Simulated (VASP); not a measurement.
# Ta (Im-3m) in VASP: notebook

Runs on Ta. Level: PBE+D3(BJ). Tasks: single point, relaxation of cell and atoms.

Everything below comes from runs of VASP 6.6.1. Logs are shortened: lines on timing, memory, paths and dates and some standing lists are left out, and cuts for length are marked.

## 1. The cell of the first run

Symmetry: Im-3m, No. 229, cubic system. The conventional cell has a = 3.285 Å, b = 3.285 Å, c = 3.285 Å, α = 90.00°, β = 90.00°, γ = 90.00°. Within 3.7 Å of Ta (site symmetry m-3m) lie 14 Ta at 2.84 to 3.28 Å.

## 2. Single point, PBE+D3(BJ)

The input, INCAR:

```
SYSTEM = Ta
PREC = Accurate ; ENCUT = 520
EDIFF = 1E-6 ; ISMEAR = 0
SIGMA = 0.1 ; LREAL = .False.
LASPH = .True. ; NELM = 100
ALGO = Normal ; ISIF = 2
LWAVE = .False. ; LCHARG = .False.
GGA = PE ; IVDW = 12
NBANDS = 12
```

The input, KPOINTS:

```
Automatic mesh
0
Gamma
  18 18 18
  0 0 0
```

The input, POSCAR:

```
Ta
1.0
   -1.6424121965      1.6424121965      1.6424121965
    1.6424121965     -1.6424121965      1.6424121965
    1.6424121965      1.6424121965     -1.6424121965
Ta
1
Direct
    0.0000000000      0.0000000000      0.0000000000
```

Potentials or basis: VASP PAW PBE potentials, release 64 (Ta_pv).

Command:

```bash
cat potpaw_PBE.64/Ta_pv/POTCAR > POTCAR
mpirun -np 1 vasp_std > vasp.out
```

OUTCAR:

```text
SYSTEM = Ta
   PREC = Accurate
   ENCUT = 520
   EDIFF = 1E-6
   ISMEAR = 0
   LREAL = .False.
   LASPH = .True.
   NELM = 100
   ISIF = 2
   GGA = PE
   IVDW = 12
 IVDW          = 12

 ion  position               nearest neighbor table
   1  0.000  0.000  0.000-

  LATTYP: Found a body centered cubic cell.
 ALAT       =     3.2848243930

  Lattice vectors:

 A1 = (  -1.6424121965,   1.6424121965,   1.6424121965)
 A2 = (   1.6424121965,  -1.6424121965,   1.6424121965)
 A3 = (   1.6424121965,   1.6424121965,  -1.6424121965)

Analysis of symmetry for initial positions (statically):
=====================================================================
 Subroutine PRICEL returns:
 Original cell was already a primitive cell.

 Routine SETGRP: Setting up the symmetry group for a
 body centered cubic supercell.

 Subroutine GETGRP returns: Found 48 space group operations
 (whereof 48 operations were pure point group operations)
 out of a pool of 48 trial point group operations.

The static configuration has the point symmetry O_h .

Analysis of symmetry for dynamics (positions and initial velocities):
=====================================================================
 Subroutine PRICEL returns:
 Original cell was already a primitive cell.

 Routine SETGRP: Setting up the symmetry group for a
 body centered cubic supercell.

 Subroutine GETGRP returns: Found 48 space group operations
 (whereof 48 operations were pure point group operations)
 out of a pool of 48 trial point group operations.

The dynamic configuration has the point symmetry O_h .

 Subroutine INISYM returns: Found 48 space group operations
 (whereof 48 operations are pure point group operations),
 and found     1 'primitive' translations

----------------------------------------------------------------------------------------

                                     Primitive cell

  volume of cell :      17.7217

  direct lattice vectors                    reciprocal lattice vectors
    -1.642412197  1.642412197  1.642412197     0.000000000  0.304430277  0.304430277
     1.642412197 -1.642412197  1.642412197     0.304430277  0.000000000  0.304430277
     1.642412197  1.642412197 -1.642412197     0.304430277  0.304430277  0.000000000

  length of vectors
     2.844741371  2.844741371  2.844741371     0.430529427  0.430529427  0.430529427

  position of ions in fractional coordinates (direct lattice)
     0.000000000  0.000000000  0.000000000

  ion indices of the primitive-cell ions
   primitive index   ion index
                 1           1

----------------------------------------------------------------------------------------

 KPOINTS: Automatic mesh

Automatic generation of k-mesh.
 Grid dimensions read from file:
 generate k-points for:   18   18   18

 Generating k-lattice:

  Cartesian coordinates                     Fractional coordinates (reciprocal lattice)
     0.000000000  0.016912793  0.016912793     0.055555556  0.000000000  0.000000000
     0.016912793  0.000000000  0.016912793     0.000000000  0.055555556  0.000000000
     0.016912793  0.016912793  0.000000000     0.000000000  0.000000000  0.055555556

  Length of vectors
     0.023918301  0.023918301  0.023918301

  Shift w.r.t. Gamma in fractional coordinates (k-lattice)
     0.000000000  0.000000000  0.000000000

 Subroutine IBZKPT returns following result:
 ===========================================

 Found    195 irreducible k-points:

 Following reciprocal coordinates:
            Coordinates               Weight
  0.000000  0.000000  0.000000      1.000000
  0.055556  0.000000  0.000000     12.000000
  0.111111  0.000000  0.000000     12.000000
  0.166667  0.000000  0.000000     12.000000
  0.222222  0.000000  0.000000     12.000000
  0.277778  0.000000  0.000000     12.000000
[... 16 lines left out ...]
  0.333333  0.111111  0.000000     48.000000
  0.388889  0.111111 -0.000000     48.000000
 [... further k-points ...]
   k-points           NKPTS =    195   k-points in BZ     NKDIM =    195   number of bands    NBANDS=     12
   number of dos      NEDOS =    301   number of ions     NIONS =      1
   total plane-waves  NPLWV =  13824
   dimension x,y,z NGX =    24 NGY =   24 NGZ =   24
   dimension x,y,z NGXF=    48 NGYF=   48 NGZF=   48
   ions per type =               1
   NGX,Y,Z   is equivalent  to a cutoff of  14.03, 14.03, 14.03 a.u.
   NGXF,Y,Z  is equivalent  to a cutoff of  28.05, 28.05, 28.05 a.u.
 SYSTEM =  Ta
   PREC   = accura    normal or accurate (medium, high low for compatibility)
   ISTART =      0    job   : 0-new  1-cont  2-samecut
   ICHARG =      2    charge: 1-file 2-atom 10-const
   ISPIN  =      1    spin polarized calculation?
   LNONCOLLINEAR =      F non collinear calculations
   LSORBIT =      F    spin-orbit coupling
   LASPH  =      T    aspherical Exc in radial PAW
   ENCUT  =  520.0 eV  38.22 Ry    6.18 a.u.   5.29  5.29  5.29*2*pi/ulx,y,z
   NELM   =    100;   NELMIN=  2; NELMDL= -5     # of ELM steps
   EDIFF  = 0.1E-05   stopping-criterion for ELM
   LREAL  =      F    real-space projection
[... 7 lines left out ...]
   TEBEG  =    0.0;   TEEND  =   0.0 temperature during run
   PSTRESS=    0.0 pullay stress
   NELECT =      11.0000    total number of electrons
   NUPDOWN=      -1.0000    fix difference up-down
   EMIN   =  10.00;   EMAX   =-10.00  energy-range for DOS
   EFERMI =   0.00;   METHOD = LEGACY
   ISMEAR =     0;   SIGMA  =   0.10  broadening in eV -4-tet -1-fermi 0-gaus
   EFERMI_NEDOS =   21; number of points for ismear=-14 and -15
   IALGO  =     38    algorithm
   IMIX   =      4    mixing-type and parameters
     AMIX     =   0.40;   BMIX     =  1.00
     AMIX_MAG =   1.60;   BMIX_MAG =  1.00
  volume/ion in A,a.u.               =      17.72       119.59
  Fermi-wavevector in a.u.,A,eV,Ry     =   1.396487  2.638978 26.533755  1.950176
  Thomas-Fermi vector in A             =   2.519836
   LORBIT       =      0    0 simple, 1 ext, 2 COOP (PROOUT), +10 PAW based schemes
   GGA     = PE    functional components
   LHFCALC =     F    Hartree Fock is set to
   AEXX    =    0.0000 exact exchange contribution
   IVDW    =    12    specifies the selected vdW correction
   LEPSILON=     F    determine dielectric tensor
   LRPA    =     F    only Hartree local field effects (RPA)
 non-spin polarized calculation
 Gauss-broadening in eV      SIGMA  =   0.10
  energy-cutoff  :      520.00
  volume of cell :       17.72
 maximum number of plane-waves:       490
 NGX is ok and might be reduce to    24
   NGX = 11   NGY = 11   NGZ = 11

 number of electron      11.0000002 magnetization

 Free energy of the ion-electron system (eV)
  ---------------------------------------------------
  ext. energy  EPLUGINS =         0.00000000
  ---------------------------------------------------
  free energy    TOTEN  =       -11.80498685 eV

  energy without entropy =      -11.79899216  energy(sigma->0) =      -11.80198951

 E-fermi :   5.6313     XC(G=0): -12.7008

 val. band max:        5.6264526800   @ k =   0.1111   0.0556   0.0556
 cond. band min:       5.6345105416   @ k =  -0.2778   0.3889   0.1111
 fundamental gap:      0.0080578616
 Fermi energy:         5.6313152573

 k-point     1 :       0.0000    0.0000    0.0000
  band No.  band energies     occupation
      1     -27.3847      2.00000
      2     -27.3847      2.00000
      3     -27.3847      2.00000
      4      -2.3600      2.00000
      5       6.3552      0.00000
      6       6.3552      0.00000
      7       6.3552      0.00000
      8       9.6860      0.00000
      9       9.6860      0.00000
     10      20.3772      0.00000
     11      20.7056      0.00000
     12      20.7056      0.00000

 k-point     2 :       0.0556    0.0000    0.0000
  band No.  band energies     occupation
      1     -27.4255      2.00000
      2     -27.3972      2.00000
      3     -27.3849      2.00000
      4      -2.2187      2.00000
      5       6.2623      0.00000
      6       6.3291      0.00000
      7       6.4934      0.00000
      8       9.5318      0.00000
      9       9.6857      0.00000
     10      20.3779      0.00000
     11      20.8351      0.00000
     12      20.9529      0.00000

 k-point     3 :       0.1111    0.0000    0.0000
  band No.  band energies     occupation
      1     -27.5418      2.00000
      2     -27.4329      2.00000
      3     -27.3856      2.00000
      4      -1.8096      2.00000
      5       6.0067      0.00000
      6       6.2187      0.00000
      7       6.9039      0.00000
      8       9.2105      0.00000
      9       9.6930      0.00000
     10      20.3768      0.00000
     11      21.1623      0.00000
     12      21.6700      0.00000
[... 286 lines left out ...]
 k-point    23 :       0.3333    0.1111    0.0000
  band No.  band energies     occupation
      1     -28.4620      2.00000
      2     -27.7759      2.00000
      3     -27.4458      2.00000
      4       1.5173      2.00000
      5       4.2916      2.00000
      6       5.7191      0.21419
      7       9.3696      0.00000
      8      10.5742      0.00000
      9      12.6510      0.00000
     10      18.2887      0.00000
     11      19.5293      0.00000
     12      20.3910      0.00000

 k-point    24 :       0.3889    0.1111   -0.0000
  band No.  band energies     occupation
      1     -28.5460      2.00000
      2     -27.8175      2.00000
      3     -27.4474      2.00000
      4       1.5742      2.00000
      5       4.1553      2.00000
      6       6.3217      0.00000
      7       9.4408      0.00000
      8      10.7673      0.00000
      9      13.6760      0.00000
     10      17.3564      0.00000
     11      18.7345      0.00000
     12      20.3861      0.00000

 [... further k-points ...]

------------------------ aborting loop because EDIFF is reached ----------------------------------------

 Edisp (eV)   -0.67366

 E8    (eV) :    -0.3528

  FORCE on cell =-STRESS in cart. coord.  units (eV):
  Direction    XX          YY          ZZ          XY          YZ          ZX
  --------------------------------------------------------------------------------------
  -------------------------------------------------------------------------------------
  Total       0.01887     0.01887     0.01887     0.00000     0.00000     0.00000
  in kB       1.70630     1.70630     1.70630     0.00000     0.00000     0.00000
  external pressure =        1.71 kB  Pullay stress =        0.00 kB

 VOLUME and BASIS-vectors are now :
 -----------------------------------------------------------------------------
  energy-cutoff  :      520.00
  volume of cell :       17.72
      direct lattice vectors                 reciprocal lattice vectors
    -1.642412197  1.642412197  1.642412197     0.000000000  0.304430277  0.304430277
     1.642412197 -1.642412197  1.642412197     0.304430277  0.000000000  0.304430277
     1.642412197  1.642412197 -1.642412197     0.304430277  0.304430277  0.000000000

 POSITION                                       TOTAL-FORCE (eV/Angst)
 -----------------------------------------------------------------------------------
      0.00000      0.00000      0.00000        -0.000000      0.000000     -0.000000
 -----------------------------------------------------------------------------------
    total drift:                                0.000000      0.000000     -0.000000

  FREE ENERGIE OF THE ION-ELECTRON SYSTEM (eV)
  ---------------------------------------------------
  free  energy   TOTEN  =       -12.4786461700 eV

  energy  without entropy=      -12.4726514767  energy(sigma->0) =      -12.47564882
```

Wall time 9.9 s (1 thread of Intel Xeon 6975P-C (Granite Rapids), shared host); peak memory 0.18 GiB.

Results:

- Free energy: -12.4786 eV
- Pressure: 0.2 GPa
- Dispersion energy per atom: -0.674 eV

Levels at points of the mesh, in eV from the Fermi level:
```tsv
k point	band 1	band 2	band 3	band 4	band 5	band 6	band 7	band 8	band 9	band 10
(0.00, 0.00, 0.00)	-33.02	-33.02	-33.02	-7.99	0.72	0.72	0.72	4.05	4.05	14.75
(0.50, 0.00, 0.00)	-34.25	-33.42	-33.02	-4.46	-1.60	1.65	3.95	4.99	7.95	11.99
(0.50, 0.50, 0.50)	-33.88	-33.88	-33.88	-3.91	-3.91	6.96	6.96	6.96	8.79	8.79
```

Caveat: spin-orbit coupling is left out, which moves the levels of the heavy elements; pairwise dispersion overbinds metals, which lowers pressure and volume.

## 3. Relaxation of cell and atoms, PBE+D3(BJ)

This run uses another cell than the first one, of 18.28 Å³/atom, 1.031 times its volume.

The input, INCAR:

```
SYSTEM = Ta
PREC     = Accurate       ! precision mode
ENCUT    = 600            ! plane-wave cutoff, eV
EDIFF    = 1E-6           ! SCF threshold, eV
ISMEAR   = 0              ! smearing method
SIGMA    = 0.1            ! smearing width, eV
LREAL    = .FALSE.        ! projectors in reciprocal space
LASPH    = .TRUE.         ! aspherical terms in the spheres
NELM     = 100            ! most SCF steps
ALGO     = Fast           ! electronic algorithm
ISIF     = 3              ! what is computed and relaxed
LWAVE    = .FALSE.        ! write WAVECAR
LCHARG   = .FALSE.        ! write CHGCAR
GGA      = PE             ! functional
IVDW     = 12             ! dispersion correction
IBRION   = 2              ! ionic algorithm
NSW      = 70             ! ionic steps
EDIFFG   = -0.005         ! ionic threshold
```

The input, KPOINTS:

```
Automatic mesh
0
G
  18 18 18
  0 0 0
```

The input, POSCAR:

```
Ta
1.0
   -1.6593948215      1.6593948215      1.6593948215
    1.6593948215     -1.6593948215      1.6593948215
    1.6593948215      1.6593948215     -1.6593948215
Ta
1
Direct
    0.0000000000      0.0000000000      0.0000000000
```

Potentials or basis: VASP PAW PBE potentials, release 64 (Ta_pv).

Command:

```bash
cat potpaw_PBE.64/Ta_pv/POTCAR > POTCAR
mpirun -np 1 vasp_std > vasp.out
```

It took 29 s on 1 thread of Intel Xeon 6975P-C (Granite Rapids), shared host; peak memory 0.19 GiB.

It converged, with:

| Quantity | Value |
| --- | --- |
| Free energy | -12.4790 eV |
| Relaxed volume | 17.74 Å³/atom |
| Relaxed cell | a = 2.846 Å, b = 2.846 Å, c = 2.846 Å, α = 109.47°, β = 109.47°, γ = 109.47° |
| Space group after relaxing (to 0.05 Å) | Im-3m (No. 229) |
| Energy gained by relaxing | 10.0 meV/atom |
| Ionic steps | 4 |
| Pressure after relaxing | 0.0 GPa |
| Dispersion energy per atom | -0.673 eV |

The path:
```tsv
step	energy change (eV)	largest force (eV/Å)	pressure (GPa)	volume (Å³)
1	0.0000	0.0000	-5.83	18.28
2	0.0451	0.0000	16.14	16.57
3	-0.0100	0.0000	-0.12	17.75
4	-0.0100	0.0000	-0.02	17.74
```

Final structure:
```yaml
crystal:
  lattice:
    - [-1.64292, 1.64292, 1.64292]
    - [1.64292, -1.64292, 1.64292]
    - [1.64292, 1.64292, -1.64292]
  atoms:
    - { symbol: Ta, position: [0.00000, 0.00000, 0.00000] }
```

Levels at points of the mesh, in eV from the Fermi level:
| k point | band 2 | band 3 | band 4 | band 5 | band 6 | band 7 | band 8 | band 9 |
| --- | --- | --- | --- | --- | --- | --- | --- | --- |
| (0.00, 0.00, 0.00) | -33.02 | -33.02 | -7.99 | 0.72 | 0.72 | 0.72 | 4.05 | 4.05 |
| (0.50, 0.00, 0.00) | -33.42 | -33.03 | -4.46 | -1.60 | 1.65 | 3.94 | 4.99 | 7.94 |
| (0.50, 0.50, 0.50) | -33.88 | -33.88 | -3.91 | -3.91 | 6.95 | 6.95 | 6.95 | 8.78 |

Caveat: spin-orbit coupling is left out, which moves the levels of the heavy elements; pairwise dispersion overbinds metals, which lowers pressure and volume.
